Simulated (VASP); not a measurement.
# ZnS (F-43m) in VASP: notebook, part 2 of 2

VASP 6.6.1. Earlier steps stand in the parts before.

### Step 3. Single point, PBE

This run uses another cell than the first one, of 18.99 Å³/atom, 1.043 times its volume.

Input file INCAR:

```
SYSTEM = ZnS
PREC = Accurate ; ENCUT = 500
EDIFF = 1E-6 ; ISMEAR = 0
SIGMA = 0.01 ; LREAL = .False.
LASPH = .True. ; NELM = 120
ALGO = Normal ; ISIF = 2
LWAVE = .False. ; LCHARG = .False.
GGA = PE ; NBANDS = 16
GGA_COMPAT = .False.
```

Input file KPOINTS:

```
regular mesh
0
Gamma
  4 4 4
  0 0 0
```

Input file POSCAR:

```
ZnS
1.0
    0.0000000000      2.6679482220      2.6679482220
    2.6679482220      0.0000000000      2.6679482220
    2.6679482220      2.6679482220      0.0000000000
Zn S
1 1
Direct
    0.0000000000      0.0000000000      0.0000000000
    0.2500000000      0.2500000000      0.2500000000
```

Potentials or basis: VASP PAW PBE potentials, release 64 (Zn, S).

On the command line:

```sh
cat potpaw_PBE.64/Zn/POTCAR potpaw_PBE.64/S/POTCAR > POTCAR
mpirun -np 1 vasp_std > vasp.out
```

OUTCAR:

```text
SYSTEM = ZnS
   PREC = Accurate
   ENCUT = 500
   EDIFF = 1E-6
   ISMEAR = 0
   LREAL = .False.
   LASPH = .True.
   NELM = 120
   ISIF = 2
   GGA = PE

 ion  position               nearest neighbor table
   1  0.000  0.000  0.000-   2 2.31   2 2.31   2 2.31   2 2.31
   2  0.250  0.250  0.250-   1 2.31   1 2.31   1 2.31   1 2.31

  LATTYP: Found a face centered cubic cell.
 ALAT       =     5.3358964440

  Lattice vectors:

 A1 = (   0.0000000000,   2.6679482220,   2.6679482220)
 A2 = (   2.6679482220,   0.0000000000,   2.6679482220)
 A3 = (   2.6679482220,   2.6679482220,   0.0000000000)

Analysis of symmetry for initial positions (statically):
=====================================================================
 Subroutine PRICEL returns:
 Original cell was already a primitive cell.

 Routine SETGRP: Setting up the symmetry group for a
 face centered cubic supercell.

 Subroutine GETGRP returns: Found 24 space group operations
 (whereof 24 operations were pure point group operations)
 out of a pool of 48 trial point group operations.

The static configuration has the point symmetry T_d .

[... 140 lines left out ...]

  energy without entropy =       -6.76661160  energy(sigma->0) =       -6.76661160

 E-fermi :   2.5722     XC(G=0):  -9.7997

 val. band max:        2.4960594680   @ k =   0.0000   0.0000   0.0000
 cond. band min:       4.7697972139   @ k =   0.0000   0.0000   0.0000
 fundamental gap:      2.2737377460
 Fermi energy:         2.5722475916

 k-point     1 :       0.0000    0.0000    0.0000
  band No.  band energies     occupation
      1     -10.9165      2.00000
      2      -4.0244      2.00000
      3      -4.0244      2.00000
      4      -4.0244      2.00000
      5      -3.4832      2.00000
      6      -3.4832      2.00000
[... 129 lines left out ...]
      3      -3.7175      2.00000
      4      -3.5569      2.00000
      5      -3.5236      2.00000
      6      -3.0422      2.00000
[... 8 lines left out ...]
     15      16.5521      0.00000
     16      17.5885      0.00000

------------------------ aborting loop because EDIFF is reached ----------------------------------------

  FORCE on cell =-STRESS in cart. coord.  units (eV):
  Direction    XX          YY          ZZ          XY          YZ          ZX
  --------------------------------------------------------------------------------------
  -------------------------------------------------------------------------------------
  Total        1.2538019      1.2538019      1.2538019     -0.0000000     -0.0000000      0.0000000
  in kB       52.8904574     52.8904574     52.8904574     -0.0000000     -0.0000000      0.0000000
  external PRESSURE =      52.8904574 kB  Pullay stress =       0.0000000 kB

 VOLUME and BASIS-vectors are now :
 -----------------------------------------------------------------------------
  energy-cutoff  :      500.00
  volume of cell :       37.98
      direct lattice vectors                 reciprocal lattice vectors
     0.000000000  2.667948222  2.667948222    -0.187409934  0.187409934  0.187409934
     2.667948222  0.000000000  2.667948222     0.187409934 -0.187409934  0.187409934
     2.667948222  2.667948222  0.000000000     0.187409934  0.187409934 -0.187409934

 POSITION                                       TOTAL-FORCE (eV/Angst)
 -----------------------------------------------------------------------------------
      0.00000      0.00000      0.00000        -0.000000      0.000000      0.000000
      1.33397      1.33397      1.33397         0.000000     -0.000000     -0.000000
 -----------------------------------------------------------------------------------
    total drift:                                0.000001      0.000001      0.000001

  FREE ENERGIE OF THE ION-ELECTRON SYSTEM (eV)
  ---------------------------------------------------
  free  energy   TOTEN  =        -6.7666116026 eV

  energy  without entropy=       -6.7666116026  energy(sigma->0) =       -6.76661160
```

OSZICAR:

```text
N       E                     dE             d eps       ncg     rms          rms(c)
DAV:   1     0.924055799506E+02    0.92406E+02   -0.85195E+03   256   0.132E+03
DAV:   2    -0.157812406025E+01   -0.93984E+02   -0.88069E+02   304   0.257E+02
DAV:   3    -0.715613501878E+01   -0.55780E+01   -0.55616E+01   328   0.625E+01
DAV:   4    -0.721148132126E+01   -0.55346E-01   -0.55338E-01   288   0.648E+00
DAV:   5    -0.721214775627E+01   -0.66644E-03   -0.66642E-03   328   0.687E-01    0.732E+00
DAV:   6    -0.678962831374E+01    0.42252E+00   -0.73947E-01   360   0.305E+01    0.567E+00
DAV:   7    -0.676661855862E+01    0.23010E-01   -0.28317E-01   304   0.470E+00    0.289E+00
DAV:   8    -0.676617776816E+01    0.44079E-03   -0.55233E-03   336   0.930E-01    0.814E-01
DAV:   9    -0.676644165743E+01   -0.26389E-03   -0.13859E-03   272   0.291E-01    0.959E-02
DAV:  10    -0.676660924396E+01   -0.16759E-03   -0.20660E-04   320   0.108E-01    0.328E-02
DAV:  11    -0.676661122131E+01   -0.19773E-05   -0.31793E-05   296   0.430E-02    0.812E-03
DAV:  12    -0.676661160258E+01   -0.38127E-06   -0.30774E-06   312   0.113E-02
   1 F= -.67666116E+01 E0= -.67666116E+01  d E =-.163348E-28
```

stdout:

```text
POSCAR found type information on POSCAR ZnS
 POSCAR found :  2 types and       2 ions
 scaLAPACK will be used
 LDA part: xc-table for (Slater+PW92), standard interpolation
 POSCAR, INCAR and KPOINTS ok, starting setup
 FFT: planning ... GRIDC
 FFT: planning ... GRID_SOFT
 FFT: planning ... GRID
 WAVECAR not read
 entering main loop
```

Run time: 14 s. Hardware: 1 thread of Intel Xeon 8259CL, shared host; peak memory 0.15 GiB.

What came out:

- Free energy: -6.7666 eV
- Pressure: 5.3 GPa
- Band gap on the k mesh: 2.27 eV, direct

Caveat: the k points lie up to 0.51 Å⁻¹ apart.

### Step 4. Single point, PBE

This run uses another cell than the first one, of 18.99 Å³/atom, 1.043 times its volume.

Input file INCAR:

```
ALGO = Normal
EDIFF = 1E-6
ENCUT = 500
GGA = PE
GGA_COMPAT = False
ISIF = 2
ISMEAR = 0
LASPH = True
LCHARG = True
LELF = True
LREAL = False
LVHAR = True
LWAVE = False
NBANDS = 16
NELM = 120
PREC = Accurate
SIGMA = 0.01
```

Input file KPOINTS:

```
k-points
0
Gamma
  4 4 4
```

POSCAR is that of step 3.

Potentials or basis: VASP PAW PBE potentials, release 64 (Zn, S).

On the command line:

```sh
cat potpaw_PBE.64/Zn/POTCAR potpaw_PBE.64/S/POTCAR > POTCAR
mpirun -np 1 vasp_std > vasp.out
```

OUTCAR:

```text
EDIFF = 1E-6
   ENCUT = 500
   GGA = PE
   ISIF = 2
   ISMEAR = 0
   LASPH = True
   LREAL = False
   NELM = 120
   PREC = Accurate

 ion  position               nearest neighbor table
   1  0.000  0.000  0.000-   2 2.31   2 2.31   2 2.31   2 2.31
   2  0.250  0.250  0.250-   1 2.31   1 2.31   1 2.31   1 2.31

  LATTYP: Found a face centered cubic cell.
 ALAT       =     5.3358964440

  Lattice vectors:

 A1 = (   0.0000000000,   2.6679482220,   2.6679482220)
 A2 = (   2.6679482220,   0.0000000000,   2.6679482220)
 A3 = (   2.6679482220,   2.6679482220,   0.0000000000)

Analysis of symmetry for initial positions (statically):
=====================================================================
 Subroutine PRICEL returns:
 Original cell was already a primitive cell.

 Routine SETGRP: Setting up the symmetry group for a
 face centered cubic supercell.

 Subroutine GETGRP returns: Found 24 space group operations
 (whereof 24 operations were pure point group operations)
 out of a pool of 48 trial point group operations.

The static configuration has the point symmetry T_d .

[... 141 lines left out ...]
  energy without entropy =       -6.76661160  energy(sigma->0) =       -6.76661160

 E-fermi :   2.5722     XC(G=0):  -9.7997

 val. band max:        2.4960594680   @ k =   0.0000   0.0000   0.0000
 cond. band min:       4.7697972139   @ k =   0.0000   0.0000   0.0000
 fundamental gap:      2.2737377460
 Fermi energy:         2.5722475916

 k-point     1 :       0.0000    0.0000    0.0000
  band No.  band energies     occupation
      1     -10.9165      2.00000
      2      -4.0244      2.00000
      3      -4.0244      2.00000
      4      -4.0244      2.00000
      5      -3.4832      2.00000
      6      -3.4832      2.00000
[... 129 lines left out ...]
      3      -3.7175      2.00000
      4      -3.5569      2.00000
      5      -3.5236      2.00000
      6      -3.0422      2.00000
[... 8 lines left out ...]
     15      16.5521      0.00000
     16      17.5885      0.00000

------------------------ aborting loop because EDIFF is reached ----------------------------------------

  FORCE on cell =-STRESS in cart. coord.  units (eV):
  Direction    XX          YY          ZZ          XY          YZ          ZX
  --------------------------------------------------------------------------------------
  -------------------------------------------------------------------------------------
  Total        1.2538019      1.2538019      1.2538019     -0.0000000     -0.0000000      0.0000000
  in kB       52.8904574     52.8904574     52.8904574     -0.0000000     -0.0000000      0.0000000
  external PRESSURE =      52.8904574 kB  Pullay stress =       0.0000000 kB

 VOLUME and BASIS-vectors are now :
 -----------------------------------------------------------------------------
  energy-cutoff  :      500.00
  volume of cell :       37.98
      direct lattice vectors                 reciprocal lattice vectors
     0.000000000  2.667948222  2.667948222    -0.187409934  0.187409934  0.187409934
     2.667948222  0.000000000  2.667948222     0.187409934 -0.187409934  0.187409934
     2.667948222  2.667948222  0.000000000     0.187409934  0.187409934 -0.187409934

 POSITION                                       TOTAL-FORCE (eV/Angst)
 -----------------------------------------------------------------------------------
      0.00000      0.00000      0.00000        -0.000000      0.000000      0.000000
      1.33397      1.33397      1.33397         0.000000     -0.000000     -0.000000
 -----------------------------------------------------------------------------------
    total drift:                                0.000001      0.000001      0.000001

  FREE ENERGIE OF THE ION-ELECTRON SYSTEM (eV)
  ---------------------------------------------------
  free  energy   TOTEN  =        -6.7666116026 eV

  energy  without entropy=       -6.7666116026  energy(sigma->0) =       -6.76661160
```

stdout:

```text
POSCAR found type information on POSCAR ZnS
 POSCAR found :  2 types and       2 ions
 scaLAPACK will be used
 LDA part: xc-table for (Slater+PW92), standard interpolation
 POSCAR, INCAR and KPOINTS ok, starting setup
 FFT: planning ... GRIDC
 FFT: planning ... GRID_SOFT
 FFT: planning ... GRID
 WAVECAR not read
 entering main loop
```

It took 15 s on 1 thread of Intel Xeon 8259CL, shared host; peak memory 0.15 GiB.

Results:

| Property | Result |
| --- | --- |
| Free energy | -6.7666 eV |
| Pressure | 5.3 GPa |
| Band gap on the k mesh | 2.27 eV, direct |

Levels at points of the mesh, in eV from the valence-band top:
```tsv
k point	band 5	band 6	band 7	band 8	band 9	band 10	band 11	band 12	band 13	band 14
(0.00, 0.00, 0.00)	-5.98	-5.98	0.00	0.00	0.00	2.27	6.35	6.35	6.35	11.79
(0.50, 0.00, 0.00)	-5.95	-5.77	-5.55	-0.92	-0.92	3.37	6.89	6.89	9.01	12.34
(0.50, 0.50, 0.00)	-5.90	-5.75	-4.72	-2.37	-2.37	3.30	4.05	11.26	12.22	12.22
```

Caveat: the k points lie up to 0.51 Å⁻¹ apart.
